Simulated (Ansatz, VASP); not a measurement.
**Two plane-wave programs on CdSnO2**

```
Cd Sn O
1.0
     4.00520    0.00000    0.00000
     0.00000    4.00520    0.00000
     0.00000    0.00000    4.68900
Cd Sn O
1 1 2
Cartesian
  2.0026 2.0026 3.7095
  0.0000 0.0000 0.9895
  0.0000 2.0026 -0.0050
  2.0026 0.0000 -0.0050
```

Alike in both runs: functional PBE; k mesh 4 × 4 × 3; occupations gaussian, width 0.15 eV; no spin polarisation.

Ansatz relaxed the structure, and its values are those at the end. VASP's run is a single point on that final structure, the one shown.

|  | VASP | Ansatz |
| --- | --- | --- |
| version | VASP 6.6.1 | Ansatz 0.2.0 |
| potentials or method | VASP PAW PBE potentials, release 64 (Cd, Sn_d, O), cutoff 600 eV | scalar-relativistic, plane waves, PAW |
| valence electrons in the cell | 38 | 46 |

VASP gave:

* gap on the k mesh at the Fermi level (eV): 1.09
* least direct gap on the mesh (eV): 1.53
* pressure (GPa): 0.7
* rms of the force components (eV/Å): 0.040

Q: Which values does Ansatz return?

A: gap on the k mesh at the Fermi level (eV): 1.13; least direct gap on the mesh (eV): 1.55; pressure (GPa): 0.2; rms of the force components (eV/Å): 0.011.

VASP's potentials hold 38 valence electrons a cell and Ansatz's 46, so a difference there can come from the potentials and not from the codes.

The k mesh is coarse, so the values compare programs but aren't converged.
